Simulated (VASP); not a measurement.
# NaCl (Fm-3m) in VASP: a series of runs

NaCl is run at these levels: PBEsol; tasks: single point.

Program: VASP 6.6.1. These are calculated values, not measurements. Logs are shortened: lines on timing, memory, paths and dates and some standing lists are left out, and cuts for length are marked.

## Step 1: The cell of the first run

It takes space group Fm-3m (No. 225, cubic). Conventional cell: a = 5.021 Å, b = 5.021 Å, c = 5.021 Å, α = 90.00°, β = 90.00°, γ = 90.00°. Na (site symmetry m-3m) has 6 Cl at 2.51 Å within 3.3 Å. Within 3.3 Å of Cl (site symmetry m-3m) lie 6 Na at 2.51 Å.

## Step 2: Single point, PBEsol (volume scaled by 0.720)

INCAR reads:

```
  ALGO = Normal
  EDIFF = 1E-7
  ENCUT = 520
  GGA = PS
  ISIF = 2
  ISMEAR = 0
  LASPH = T
  LCHARG = T
  LELF = T
  LREAL = F
  LVHAR = T
  LWAVE = F
  NBANDS = 14
  NELM = 100
  PREC = Accurate
  SIGMA = 0.05
```

KPOINTS reads:

```
k-points
0
Gamma
  8 8 8
```

POSCAR reads:

```
NaCl
1.0
    0.0000000000      2.5105043688      2.5105043688
    2.5105043688      0.0000000000      2.5105043688
    2.5105043688      2.5105043688      0.0000000000
Na Cl
1 1
Direct
    0.0000000000      0.0000000000      0.0000000000
    0.5000000000      0.5000000000      0.5000000000
```

Potentials or basis: VASP PAW PBE potentials, release 64 (Na_pv, Cl).

On the command line:

```
> cat potpaw_PBE.64/Na_pv/POTCAR potpaw_PBE.64/Cl/POTCAR > POTCAR
> mpirun -np 1 vasp_std > vasp.out
```

OUTCAR:

```text
EDIFF = 1E-7
   ENCUT = 520
   GGA = PS
   ISIF = 2
   ISMEAR = 0
   LASPH = T
   LREAL = F
   NELM = 100
   PREC = Accurate

 ion  position               nearest neighbor table
   1  0.000  0.000  0.000-   2 2.51   2 2.51   2 2.51   2 2.51   2 2.51   2 2.51
   2  0.500  0.500  0.500-   1 2.51   1 2.51   1 2.51   1 2.51   1 2.51   1 2.51

  LATTYP: Found a face centered cubic cell.
 ALAT       =     5.0210087376

  Lattice vectors:

 A1 = (   0.0000000000,   2.5105043688,   2.5105043688)
 A2 = (   2.5105043688,   0.0000000000,   2.5105043688)
 A3 = (   2.5105043688,   2.5105043688,   0.0000000000)

Analysis of symmetry for initial positions (statically):
=====================================================================
 Subroutine PRICEL returns:
 Original cell was already a primitive cell.

 Routine SETGRP: Setting up the symmetry group for a
 face centered cubic supercell.

 Subroutine GETGRP returns: Found 48 space group operations
[... 9 lines left out ...]

 Routine SETGRP: Setting up the symmetry group for a
 face centered cubic supercell.

 Subroutine GETGRP returns: Found 48 space group operations
[... 11 lines left out ...]
                                     Primitive cell

  volume of cell :      31.6456

  direct lattice vectors                    reciprocal lattice vectors
     0.000000000  2.510504369  2.510504369    -0.199163167  0.199163167  0.199163167
     2.510504369  0.000000000  2.510504369     0.199163167 -0.199163167  0.199163167
     2.510504369  2.510504369  0.000000000     0.199163167  0.199163167 -0.199163167

  length of vectors
     3.550389327  3.550389327  3.550389327     0.344960724  0.344960724  0.344960724

  position of ions in fractional coordinates (direct lattice)
     0.000000000  0.000000000  0.000000000
     0.500000000  0.500000000  0.500000000

  ion indices of the primitive-cell ions
   primitive index   ion index
                 1           1
                 2           2

----------------------------------------------------------------------------------------

 KPOINTS: k-points

Automatic generation of k-mesh.
 Grid dimensions read from file:
 generate k-points for:    8    8    8

 Generating k-lattice:

  Cartesian coordinates                     Fractional coordinates (reciprocal lattice)
    -0.024895396  0.024895396  0.024895396     0.125000000  0.000000000  0.000000000
     0.024895396 -0.024895396  0.024895396     0.000000000  0.125000000  0.000000000
     0.024895396  0.024895396 -0.024895396     0.000000000  0.000000000  0.125000000

  Length of vectors
     0.043120090  0.043120090  0.043120090

  Shift w.r.t. Gamma in fractional coordinates (k-lattice)
     0.000000000  0.000000000  0.000000000

 Subroutine IBZKPT returns following result:
 ===========================================

 Found     29 irreducible k-points:

 Following reciprocal coordinates:
            Coordinates               Weight
  0.000000  0.000000  0.000000      1.000000
  0.125000  0.000000  0.000000      8.000000
  0.250000  0.000000  0.000000      8.000000
  0.375000  0.000000  0.000000      8.000000
  0.500000  0.000000  0.000000      4.000000
  0.125000  0.125000  0.000000      6.000000
[... 16 lines left out ...]
  0.500000  0.250000  0.125000     48.000000
 -0.375000  0.250000  0.125000     24.000000
 [... further k-points ...]
   k-points           NKPTS =     29   k-points in BZ     NKDIM =     29   number of bands    NBANDS=     14
   number of dos      NEDOS =    301   number of ions     NIONS =      2
   total plane-waves  NPLWV =  21952
   dimension x,y,z NGX =    28 NGY =   28 NGZ =   28
   dimension x,y,z NGXF=    56 NGYF=   56 NGZF=   56
   ions per type =               1   1
   NGX,Y,Z   is equivalent  to a cutoff of  13.11, 13.11, 13.11 a.u.
   NGXF,Y,Z  is equivalent  to a cutoff of  26.22, 26.22, 26.22 a.u.
 SYSTEM =  unknown system
   PREC   = accura    normal or accurate (medium, high low for compatibility)
   ISTART =      0    job   : 0-new  1-cont  2-samecut
   ICHARG =      2    charge: 1-file 2-atom 10-const
   ISPIN  =      1    spin polarized calculation?
   LNONCOLLINEAR =      F non collinear calculations
   LSORBIT =      F    spin-orbit coupling
   LASPH  =      T    aspherical Exc in radial PAW
   ENCUT  =  520.0 eV  38.22 Ry    6.18 a.u.   6.60  6.60  6.60*2*pi/ulx,y,z
   NELM   =    100;   NELMIN=  2; NELMDL= -5     # of ELM steps
   EDIFF  = 0.1E-06   stopping-criterion for ELM
   LREAL  =      F    real-space projection
   EDIFFG = 0.1E-05   stopping-criterion for IOM
   NSW    =      0    number of steps for IOM
   IBRION =     -1    ionic relax: 0-MD 1-quasi-New 2-CG
   NFREE  =      0    steps in history (QN), initial steepest desc. (CG)
   ISIF   =      2    stress and relaxation
   ISYM   =      2    0-nonsym 1-usesym 2-fastsym
   POTIM  = 0.5000    time-step for ionic-motion
   TEBEG  =    0.0;   TEEND  =   0.0 temperature during run
   PSTRESS=    0.0 pullay stress
   NELECT =      14.0000    total number of electrons
   NUPDOWN=      -1.0000    fix difference up-down
   EMIN   =  10.00;   EMAX   =-10.00  energy-range for DOS
   EFERMI =   0.00;   METHOD = LEGACY
   ISMEAR =     0;   SIGMA  =   0.05  broadening in eV -4-tet -1-fermi 0-gaus
   EFERMI_NEDOS =   21; number of points for ismear=-14 and -15
   IALGO  =     38    algorithm
   IMIX   =      4    mixing-type and parameters
     AMIX     =   0.40;   BMIX     =  1.00
     AMIX_MAG =   1.60;   BMIX_MAG =  1.00
  volume/ion in A,a.u.               =      15.82       106.78
  Fermi-wavevector in a.u.,A,eV,Ry     =   1.247421  2.357285 21.171484  1.556060
  Thomas-Fermi vector in A             =   2.381554
   LORBIT       =      0    0 simple, 1 ext, 2 COOP (PROOUT), +10 PAW based schemes
   GGA     = PS    functional components
   LHFCALC =     F    Hartree Fock is set to
   AEXX    =    0.0000 exact exchange contribution
   IVDW    =     0    specifies the selected vdW correction
   LEPSILON=     F    determine dielectric tensor
   LRPA    =     F    only Hartree local field effects (RPA)
 non-spin polarized calculation
 Gauss-broadening in eV      SIGMA  =   0.05
  energy-cutoff  :      520.00
  volume of cell :       31.65
 maximum number of plane-waves:       877
 NGX is ok and might be reduce to    28
   NGX = 13   NGY = 13   NGZ = 13

 number of electron      13.9999993 magnetization

 Free energy of the ion-electron system (eV)
  ---------------------------------------------------
  ext. energy  EPLUGINS =         0.00000000
  ---------------------------------------------------
  free energy    TOTEN  =        -6.46862292 eV

  energy without entropy =       -6.46862292  energy(sigma->0) =       -6.46862292

 E-fermi :   2.0673     XC(G=0):  -9.9653

 val. band max:        1.7997952053   @ k =   0.0000   0.0000   0.0000
 cond. band min:       8.4153266841   @ k =   0.0000   0.0000   0.0000
 fundamental gap:      6.6155314788
 Fermi energy:         2.0673266623

 k-point     1 :       0.0000    0.0000    0.0000
  band No.  band energies     occupation
      1     -18.5065      2.00000
      2     -18.5065      2.00000
      3     -18.5065      2.00000
      4     -11.9766      2.00000
      5       1.7998      2.00000
      6       1.7998      2.00000
      7       1.7998      2.00000
      8       8.4153      0.00000
      9      12.9031      0.00000
     10      12.9031      0.00000
     11      12.9031      0.00000
     12      15.6682      0.00000
     13      15.6682      0.00000
     14      17.5981      0.00000

 k-point     2 :       0.1250    0.0000    0.0000
  band No.  band energies     occupation
      1     -18.5301      2.00000
      2     -18.5076      2.00000
      3     -18.5076      2.00000
      4     -11.8509      2.00000
      5       1.1687      2.00000
      6       1.7109      2.00000
      7       1.7109      2.00000
      8       9.0448      0.00000
      9      12.4042      0.00000
     10      13.2007      0.00000
     11      13.2007      0.00000
     12      15.5302      0.00000
     13      15.5302      0.00000
     14      18.9274      0.00000

 k-point     3 :       0.2500    0.0000    0.0000
  band No.  band energies     occupation
      1     -18.5853      2.00000
      2     -18.5103      2.00000
      3     -18.5103      2.00000
      4     -11.5318      2.00000
      5      -0.0751      2.00000
      6       1.5078      2.00000
      7       1.5078      2.00000
      8       9.6882      0.00000
      9      12.6424      0.00000
     10      13.5750      0.00000
     11      13.5750      0.00000
     12      15.9073      0.00000
     13      15.9073      0.00000
     14      20.0155      0.00000
[... 324 lines left out ...]
 k-point    23 :       0.5000    0.2500    0.1250
  band No.  band energies     occupation
      1     -18.6154      2.00000
      2     -18.5398      2.00000
      3     -18.5207      2.00000
      4     -11.0900      2.00000
      5      -0.8664      2.00000
      6       0.5249      2.00000
      7       1.0920      2.00000
      8      10.7710      0.00000
      9      12.2781      0.00000
     10      12.8050      0.00000
     11      14.8435      0.00000
     12      16.8831      0.00000
     13      20.1894      0.00000
     14      20.5325      0.00000

 k-point    24 :      -0.3750    0.2500    0.1250
  band No.  band energies     occupation
      1     -18.6255      2.00000
      2     -18.5417      2.00000
      3     -18.5243      2.00000
      4     -10.9821      2.00000
      5      -1.0878      2.00000
      6       0.3807      2.00000
      7       0.9998      2.00000
      8      10.7159      0.00000
      9      12.1490      0.00000
     10      13.7579      0.00000
     11      14.6105      0.00000
     12      17.7800      0.00000
     13      19.8403      0.00000
     14      20.6959      0.00000

 [... further k-points ...]

------------------------ aborting loop because EDIFF is reached ----------------------------------------

  FORCE on cell =-STRESS in cart. coord.  units (eV):
  Direction    XX          YY          ZZ          XY          YZ          ZX
  --------------------------------------------------------------------------------------
  -------------------------------------------------------------------------------------
  Total        3.6894449      3.6894449      3.6894449      0.0000000     -0.0000000      0.0000000
  in kB      186.7921717    186.7921717    186.7921717      0.0000000     -0.0000000      0.0000000
  external PRESSURE =     186.7921717 kB  Pullay stress =       0.0000000 kB

 VOLUME and BASIS-vectors are now :
 -----------------------------------------------------------------------------
  energy-cutoff  :      520.00
  volume of cell :       31.65
      direct lattice vectors                 reciprocal lattice vectors
     0.000000000  2.510504369  2.510504369    -0.199163167  0.199163167  0.199163167
     2.510504369  0.000000000  2.510504369     0.199163167 -0.199163167  0.199163167
     2.510504369  2.510504369  0.000000000     0.199163167  0.199163167 -0.199163167

 POSITION                                       TOTAL-FORCE (eV/Angst)
 -----------------------------------------------------------------------------------
      0.00000      0.00000      0.00000        -0.000000     -0.000000     -0.000000
      2.51050      2.51050      2.51050         0.000000      0.000000      0.000000
 -----------------------------------------------------------------------------------
    total drift:                                0.000000      0.000000      0.000000

  FREE ENERGIE OF THE ION-ELECTRON SYSTEM (eV)
  ---------------------------------------------------
  free  energy   TOTEN  =        -6.4686229157 eV

  energy  without entropy=       -6.4686229157  energy(sigma->0) =       -6.46862292
```

It took 9.2 s on 1 thread of Intel Xeon 6975P-C (Granite Rapids), shared host; peak memory 0.15 GiB.

What came out:

```
Free energy            : -6.4686 eV
Pressure               : 18.7 GPa
Band gap on the k mesh : 6.62 eV, direct
```

Caveat: the PAW data sets were made with another functional, which shifts forces and pressure a little.

## Step 3: Single point, PBEsol (volume scaled by 0.760)

INCAR reads:

```
  PREC = Accurate
  ENCUT = 520
  EDIFF = 1E-7
  ISMEAR = 0
  SIGMA = 0.05
  LREAL = F
  LASPH = T
  NELM = 60
  ALGO = Normal
  ISIF = 2
  LWAVE = F
  LCHARG = F
  GGA = PS
  NBANDS = 14
```

KPOINTS reads:

```
Automatic mesh
0
Gamma
  8 8 8
```

POSCAR reads:

```
NaCl
1.0
    0.0000000000      2.5561598759      2.5561598759
    2.5561598759      0.0000000000      2.5561598759
    2.5561598759      2.5561598759      0.0000000000
Na Cl
1 1
Direct
    0.0000000000      0.0000000000      0.0000000000
    0.5000000000      0.5000000000      0.5000000000
```

Potentials or basis: VASP PAW PBE potentials, release 64 (Na_pv, Cl).

On the command line:

```
> cat potpaw_PBE.64/Na_pv/POTCAR potpaw_PBE.64/Cl/POTCAR > POTCAR
> mpirun -np 1 vasp_std > vasp.out
```

Run time: 8.4 s. Hardware: 1 thread of Intel Xeon 6975P-C (Granite Rapids), shared host; peak memory 0.15 GiB.

It converged, with:

```
Free energy            : -6.6460 eV
Pressure               : 13.7 GPa
Band gap on the k mesh : 6.29 eV, direct
```

Levels at points of the mesh, in eV from the valence-band top:
```
           k point  band 3  band 4  band 5  band 6  band 7  band 8  band 9  band 10  band 11  band 12
(0.00, 0.00, 0.00)  -20.31  -13.55    0.00    0.00    0.00    6.29   11.12    11.12    11.12    13.79
(0.50, 0.00, 0.00)  -20.32  -12.74   -3.08   -0.50   -0.50    7.50   11.47    11.47    13.06    16.89
(0.50, 0.50, 0.00)  -20.34  -12.70   -2.65   -0.96   -0.96    7.39    8.21    13.43    16.27    17.45
```

Caveat: the PAW data sets were made with another functional, which shifts forces and pressure a little.

(Continued in part 2 of 2.)
